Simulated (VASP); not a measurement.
# Te (Pm-3m) in VASP: a series of runs

The runs below take Te through relaxation of cell and atoms, single point, with BLYP.

Everything below comes from runs of VASP 6.6.1. Logs are shortened: lines on timing, memory, paths and dates and some standing lists are left out, and cuts for length are marked.

### Step 1. The cell of the first run

It takes space group Pm-3m (No. 221, cubic). Conventional cell: a = 3.146 Å, b = 3.146 Å, c = 3.146 Å, α = 90.00°, β = 90.00°, γ = 90.00°. Te (site symmetry m-3m) has 6 Te at 3.15 Å within 4.1 Å.

This isn't the form of Te at room conditions, which is trigonal, of chains.

### Step 2. Relaxation of cell and atoms, BLYP

Input file INCAR:

```
SYSTEM = Te
PREC     = Accurate       ! precision mode
ENCUT    = 600            ! plane-wave cutoff, eV
EDIFF    = 1E-6           ! SCF threshold, eV
ISMEAR   = -1             ! smearing method
SIGMA    = 0.1            ! smearing width, eV
LREAL    = .FALSE.        ! projectors in reciprocal space
LASPH    = .TRUE.         ! aspherical terms in the spheres
NELM     = 80             ! most SCF steps
ALGO     = Normal         ! electronic algorithm
ISIF     = 3              ! what is computed and relaxed
LWAVE    = .FALSE.        ! write WAVECAR
LCHARG   = .FALSE.        ! write CHGCAR
GGA      = B5             ! functional
ALDAX    = 1.0          
AGGAX    = 1.0          
AGGAC    = 1.0          
ALDAC    = 0.0          
IBRION   = 2              ! ionic algorithm
NSW      = 80             ! ionic steps
EDIFFG   = -0.01          ! ionic threshold
```

Input file KPOINTS:

```
regular mesh
0
G
  10 10 10
  0 0 0
```

Input file POSCAR:

```
Te
1.0
    3.1462212359      0.0000000000      0.0000000000
    0.0000000000      3.1462212359      0.0000000000
    0.0000000000      0.0000000000      3.1462212359
Te
1
Direct
    0.0000000000      0.0000000000      0.0000000000
```

Potentials or basis: VASP PAW PBE potentials, release 64 (Te).

Started as:

```
$ cat potpaw_PBE.64/Te/POTCAR > POTCAR
$ mpirun -np 1 vasp_std > vasp.out
```

OUTCAR:

```text
SYSTEM = Te
   PREC = Accurate
   ENCUT = 600
   EDIFF = 1E-6
   ISMEAR = -1
   LREAL = .FALSE.
   LASPH = .TRUE.
   NELM = 80
   ISIF = 3
   GGA = B5
   IBRION = 2
   NSW = 80
   EDIFFG = -0.01

 ion  position               nearest neighbor table
   1  0.000  0.000  0.000-

  LATTYP: Found a simple cubic cell.
 ALAT       =     3.1462212359

  Lattice vectors:

 A1 = (   3.1462212359,   0.0000000000,   0.0000000000)
 A2 = (   0.0000000000,   3.1462212359,   0.0000000000)
 A3 = (   0.0000000000,   0.0000000000,   3.1462212359)

Analysis of symmetry for initial positions (statically):
=====================================================================
 Subroutine PRICEL returns:
 Original cell was already a primitive cell.

 Routine SETGRP: Setting up the symmetry group for a
 simple cubic supercell.

 Subroutine GETGRP returns: Found 48 space group operations
 (whereof 48 operations were pure point group operations)
 out of a pool of 48 trial point group operations.

The static configuration has the point symmetry O_h .

Analysis of symmetry for dynamics (positions and initial velocities):
=====================================================================
 Subroutine PRICEL returns:
 Original cell was already a primitive cell.

 Routine SETGRP: Setting up the symmetry group for a
 simple cubic supercell.

 Subroutine GETGRP returns: Found 48 space group operations
 (whereof 48 operations were pure point group operations)
 out of a pool of 48 trial point group operations.

The dynamic configuration has the point symmetry O_h .

 Subroutine INISYM returns: Found 48 space group operations
 (whereof 48 operations are pure point group operations),
 and found     1 'primitive' translations

----------------------------------------------------------------------------------------

                                     Primitive cell

  volume of cell :      31.1435

  direct lattice vectors                    reciprocal lattice vectors
     3.146221236  0.000000000  0.000000000     0.317841603  0.000000000  0.000000000
     0.000000000  3.146221236  0.000000000     0.000000000  0.317841603  0.000000000
     0.000000000  0.000000000  3.146221236     0.000000000  0.000000000  0.317841603

  length of vectors
     3.146221236  3.146221236  3.146221236     0.317841603  0.317841603  0.317841603

  position of ions in fractional coordinates (direct lattice)
     0.000000000  0.000000000  0.000000000

  ion indices of the primitive-cell ions
[... 79 lines left out ...]
   NFREE  =      1    steps in history (QN), initial steepest desc. (CG)
   ISIF   =      3    stress and relaxation
   ISYM   =      2    0-nonsym 1-usesym 2-fastsym
   POTIM  = 0.5000    time-step for ionic-motion
   TEBEG  =    0.0;   TEEND  =   0.0 temperature during run
   PSTRESS=    0.0 pullay stress
   NELECT =       6.0000    total number of electrons
   NUPDOWN=      -1.0000    fix difference up-down
   EMIN   =  10.00;   EMAX   =-10.00  energy-range for DOS
   EFERMI =   0.00;   METHOD = LEGACY
   ISMEAR =    -1;   SIGMA  =   0.10  broadening in eV -4-tet -1-fermi 0-gaus
   EFERMI_NEDOS =   21; number of points for ismear=-14 and -15
   IALGO  =     38    algorithm
   IMIX   =      4    mixing-type and parameters
     AMIX     =   0.40;   BMIX     =  1.00
     AMIX_MAG =   1.60;   BMIX_MAG =  1.00
  volume/ion in A,a.u.               =      31.14       210.17
  Fermi-wavevector in a.u.,A,eV,Ry     =   0.945517  1.786768 12.163640  0.894002
  Thomas-Fermi vector in A             =   2.073426
   LORBIT       =      0    0 simple, 1 ext, 2 COOP (PROOUT), +10 PAW based schemes
   GGA     = B5    functional components
   LHFCALC =     F    Hartree Fock is set to
   AEXX    =    0.0000 exact exchange contribution
   IVDW    =     0    specifies the selected vdW correction
   LEPSILON=     F    determine dielectric tensor
   LRPA    =     F    only Hartree local field effects (RPA)
 conjugate gradient relaxation of ions
 non-spin polarized calculation
  energy-cutoff  :      600.00
  volume of cell :       31.14
 maximum number of plane-waves:      1064
 NGX is ok and might be reduce to    28
   NGX = 13   NGY = 13   NGZ = 13

--------------------------------------- Ionic step        1  -------------------------------------------

 number of electron       5.9999999 magnetization

 Free energy of the ion-electron system (eV)
  ---------------------------------------------------
  ext. energy  EPLUGINS =         0.00000000
  ---------------------------------------------------
  free energy    TOTEN  =        -2.39351188 eV

  energy without entropy =       -2.37461731  energy(sigma->0) =       -2.38406460

------------------------ aborting loop because EDIFF is reached ----------------------------------------

  FORCE on cell =-STRESS in cart. coord.  units (eV):
  Direction    XX          YY          ZZ          XY          YZ          ZX
  --------------------------------------------------------------------------------------
  -------------------------------------------------------------------------------------
  Total        1.4904441      1.4904441      1.4904441     -0.0000000     -0.0000000     -0.0000000
  in kB       76.6758301     76.6758301     76.6758301     -0.0000000     -0.0000000     -0.0000000
  external PRESSURE =      76.6758301 kB  Pullay stress =       0.0000000 kB
[... 22 lines left out ...]
--------------------------------------- Ionic step        2  -------------------------------------------

 number of electron       6.0000001 magnetization

 E-fermi :   4.9143     XC(G=0):  -7.9978

 val. band max:        4.8180032438   @ k =   0.5000   0.2000   0.2000
 cond. band min:       4.9501904782   @ k =   0.4000   0.3000   0.2000
 fundamental gap:      0.1321872344
 Fermi energy:         4.9142608942

 k-point     1 :       0.0000    0.0000    0.0000
  band No.  band energies     occupation
      1      -7.5932      2.00000
      2       5.8834      0.00012
      3       5.8834      0.00012
      4       5.8834      0.00012
      5      11.1545      0.00000
      6      11.3263      0.00000
      7      11.3263      0.00000
[... 264 lines left out ...]
--------------------------------------- Ionic step        3  -------------------------------------------

 number of electron       5.9999999 magnetization

 Free energy of the ion-electron system (eV)
  ---------------------------------------------------
  ext. energy  EPLUGINS =         0.00000000
  ---------------------------------------------------
  free energy    TOTEN  =        -2.49230345 eV

  energy without entropy =       -2.47148987  energy(sigma->0) =       -2.48189666

 E-fermi :   5.7284     XC(G=0):  -8.2668

 val. band max:        5.6649394844   @ k =   0.5000   0.2000   0.2000
 cond. band min:       5.7344180685   @ k =   0.1000   0.0000   0.0000
 fundamental gap:      0.0694785840
 Fermi energy:         5.7283993066

 k-point     1 :       0.0000    0.0000    0.0000
  band No.  band energies     occupation
      1      -7.2269      2.00000
      2       6.7598      0.00007
      3       6.7598      0.00007
      4       6.7598      0.00007
      5      12.0476      0.00000
      6      12.0476      0.00000
      7      12.2040      0.00000
[... 258 lines left out ...]
  FREE ENERGIE OF THE ION-ELECTRON SYSTEM (eV)
  ---------------------------------------------------
  free  energy   TOTEN  =        -2.4923034483 eV

  energy  without entropy=       -2.4714898713  energy(sigma->0) =       -2.48189666

 reached required accuracy - stopping structural energy minimisation
```

OSZICAR:

```text
N       E                     dE             d eps       ncg     rms          rms(c)
DAV:   1     0.150404817460E+02    0.15040E+02   -0.25986E+03   784   0.738E+02
DAV:   2    -0.199087948028E+01   -0.17031E+02   -0.16212E+02  1050   0.812E+01
DAV:   3    -0.238740915291E+01   -0.39653E+00   -0.39565E+00   973   0.142E+01
DAV:   4    -0.238966766743E+01   -0.22585E-02   -0.22584E-02  1141   0.129E+00
[... 23 lines left out ...]
DAV:   5    -0.249232126498E+01    0.68861E-04   -0.30039E-05   812   0.429E-02    0.173E-01
DAV:   6    -0.249230060197E+01    0.20663E-04   -0.15611E-05   840   0.286E-02    0.900E-02
DAV:   7    -0.249230182448E+01   -0.12225E-05   -0.81828E-07   833   0.692E-03    0.342E-02
DAV:   8    -0.249230429175E+01   -0.24673E-05   -0.78720E-07   784   0.689E-03    0.205E-02
DAV:   9    -0.249230344829E+01    0.84347E-06   -0.64849E-08   392   0.241E-03
   3 F= -.24923034E+01 E0= -.24818967E+01  d E =-.987916E-01
```

Wall time 48 s (1 thread of AMD EPYC 7R43 (Zen 3), shared host); peak memory 0.13 GiB.

What came out:

- Free energy: -2.4923 eV
- Relaxed volume: 35.84 Å³/atom
- Relaxed cell: a = 3.297 Å, b = 3.297 Å, c = 3.297 Å, α = 90.00°, β = 90.00°, γ = 90.00°
- Space group after relaxing (to 0.1 Å): Pm-3m (No. 221)
- Energy gained by relaxing: 98.8 meV/atom
- Ionic steps: 3
- Pressure after relaxing: 0.0 GPa
- Band gap on the k mesh: zero (bands 3 and 4 overlap by 4.81 eV)

Step by step:
| step | energy change (eV) | largest force (eV/Å) | pressure (GPa) | volume (Å³) |
| --- | --- | --- | --- | --- |
| 1 | 0.0000 | 0.0000 | 7.67 | 31.14 |
| 2 | -0.0805 | 0.0000 | -2.20 | 38.36 |
| 3 | -0.0988 | 0.0000 | 0.03 | 35.84 |

Final structure:
```
Te
1.0
     3.29717    0.00000    0.00000
     0.00000    3.29717    0.00000
     0.00000    0.00000    3.29717
Te
1
Direct
  0.00000 0.00000 0.00000
```

Levels at points of the mesh, in eV from the Fermi level:
```tsv
k point	band 1	band 2	band 3	band 4	band 5	band 6	band 7
(0.00, 0.00, 0.00)	-12.96	1.03	1.03	1.03	6.32	6.32	6.48
(0.50, 0.00, 0.00)	-11.54	-5.20	2.15	2.15	7.89	9.08	9.90
(0.50, 0.50, 0.00)	-10.10	-3.87	-3.87	2.90	3.21	10.41	12.16
(0.50, 0.50, 0.50)	-8.62	-2.66	-2.66	-2.66	4.94	4.94	4.94
```

Caveat: the volume moved by over 15 % at a fixed basis, so the end points are rough; the PAW data sets were made with another functional, which shifts forces and pressure a little; spin-orbit coupling is left out, which moves the levels of the heavy elements.

### Step 3. Single point, BLYP

This run uses another cell than the first one, of 35.76 Å³/atom.

Input file INCAR:

```
AGGAC    = 1.0          
AGGAX    = 1.0          
ALDAC    = 0.0          
ALDAX    = 1.0          
ALGO     = Normal         # electronic algorithm
EDIFF    = 1E-7           # SCF threshold, eV
ENCUT    = 520            # plane-wave cutoff, eV
GGA      = B5             # functional
ISIF     = 2              # what is computed and relaxed
ISMEAR   = -1             # smearing method
LASPH    = T              # aspherical terms in the spheres
LCHARG   = F              # write CHGCAR
LREAL    = F              # projectors in reciprocal space
LWAVE    = F              # write WAVECAR
NBANDS   = 9              # bands
NELM     = 60             # most SCF steps
PREC     = Accurate       # precision mode
SIGMA    = 0.1            # smearing width, eV
```

Input file KPOINTS:

```
k-points
0
Gamma
  16 16 16
```

Input file POSCAR:

```
Te
1.0
    3.2945378932      0.0000000000      0.0000000000
    0.0000000000      3.2945378932      0.0000000000
    0.0000000000      0.0000000000      3.2945378932
Te
1
Direct
    0.0000000000      0.0000000000      0.0000000000
```

Potentials or basis: VASP PAW PBE potentials, release 64 (Te).

Started as:

```
$ cat potpaw_PBE.64/Te/POTCAR > POTCAR
$ mpirun -np 1 vasp_std > vasp.out
```

Wall time 37 s (1 thread of AMD EPYC 7R43 (Zen 3), shared host); peak memory 0.16 GiB.

The run converged. Its results:

```
Free energy            : -2.4882 eV
Pressure               : 0.1 GPa
Band gap on the k mesh : zero (bands 3 and 4 overlap by 4.82 eV)
```

Levels at points of the mesh, in eV from the Fermi level:
| k point | band 1 | band 2 | band 3 | band 4 | band 5 | band 6 | band 7 |
| --- | --- | --- | --- | --- | --- | --- | --- |
| (0.00, 0.00, 0.00) | -12.93 | 1.08 | 1.08 | 1.08 | 6.36 | 6.36 | 6.53 |
| (0.50, 0.00, 0.00) | -11.50 | -5.17 | 2.20 | 2.20 | 7.94 | 9.14 | 9.95 |
| (0.50, 0.50, 0.00) | -10.06 | -3.84 | -3.84 | 2.94 | 3.27 | 10.47 | 12.21 |
| (0.50, 0.50, 0.50) | -8.57 | -2.62 | -2.62 | -2.62 | 4.98 | 4.98 | 4.98 |

Caveat: the PAW data sets were made with another functional, which shifts forces and pressure a little; spin-orbit coupling is left out, which moves the levels of the heavy elements.
